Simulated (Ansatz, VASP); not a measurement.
# One calculation of Fe, two programs

```
Fe
1.0
    -1.41102    1.41102    1.41102
     1.41102   -1.41102    1.41102
     1.41102    1.41102   -1.41102
Fe
1
Direct
  0.00000 0.00000 0.00000
```

Alike in both runs: task single point; functional RPBE; k mesh 25 × 25 × 25; occupations fermi-dirac, width 0.05 eV; collinear spin.

|  | VASP | Ansatz |
| --- | --- | --- |
| version | VASP 6.6.1 | Ansatz 0.2.0 |
| potentials or method | VASP PAW PBE potentials, release 64 (Fe), cutoff 520 eV | plane waves (420 eV) with PAW, scalar-relativistic |
| valence electrons in the cell | 8 | 16 |

```tsv
	VASP	Ansatz	Ansatz less VASP
pressure (GPa)	7.5	7.9	+0.38
net moment per atom (μB)	2.19	2.16	-0.023
size of the moment on the site where the two differ most (μB)	2.19	2.22	+0.033
```

VASP's potentials were made for PBE, not for RPBE. Site moments also hang on the region over which each program counts them. With one functional, cell and mesh, what is left measures potentials, basis and numerics. VASP's potentials hold 8 valence electrons a cell and Ansatz's 16, so a difference there can come from the potentials and not from the codes.
